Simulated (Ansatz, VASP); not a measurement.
**Two plane-wave programs on HfO2**

```xyz
18
Lattice="5.9134 0.0937 -0.0263 0.0937 6.1692 -0.0294 -0.0263 -0.0294 5.6661" Properties=species:S:1:pos:R:3 pbc="T T T"
Hf    1.3868    1.7010    4.9290
Hf    4.2499    0.3992    4.8539
Hf    3.8061    4.0670    0.5285
Hf    2.5435    0.5052    2.3214
Hf    5.3731    1.7543    2.0547
Hf    0.9337    4.2882    3.2204
O     0.9219    0.2880    1.0952
O     5.8696    0.3497    3.6769
O     3.7944    1.7719    3.2298
O     4.1886    4.5413    4.4741
O     2.4341    6.0827    4.2149
O     1.3500    2.4004    2.9745
O     5.2886    3.7929    2.0746
O     4.1549    5.7691    1.4685
O     5.2208    2.3385   -0.0061
O     2.3297    4.3883    1.9949
O     1.3440    3.4950    5.0493
O     2.8831    1.8503    0.6404
```

Alike in both runs: task single point; functional PBE; k mesh 3 × 3 × 4; occupations fermi-dirac, width 0.2232 eV; no spin polarisation.

```csv
,VASP,Ansatz
version,VASP 6.6.1,Ansatz 0.2.0
potentials or method,"VASP PAW PBE potentials, release 64 (Hf_pv, O), cutoff 520 eV","scalar-relativistic, plane waves, PAW"
valence electrons in the cell,132,228
```

VASP gave:

- gap on the k mesh at the Fermi level (eV): 3.36
- least direct gap on the mesh (eV): 3.56
- rms of the force components (eV/Å): 2.085

Question: What did Ansatz give for the same quantities?

Answer: gap on the k mesh at the Fermi level (eV): 3.39; least direct gap on the mesh (eV): 3.58; rms of the force components (eV/Å): 2.097.

Atom by atom the forces differ by 0.070 eV/Å (rms over components). VASP's potentials hold 132 valence electrons a cell and Ansatz's 228, so a difference there can come from the potentials and not from the codes.

Neither program's run includes spin-orbit coupling.
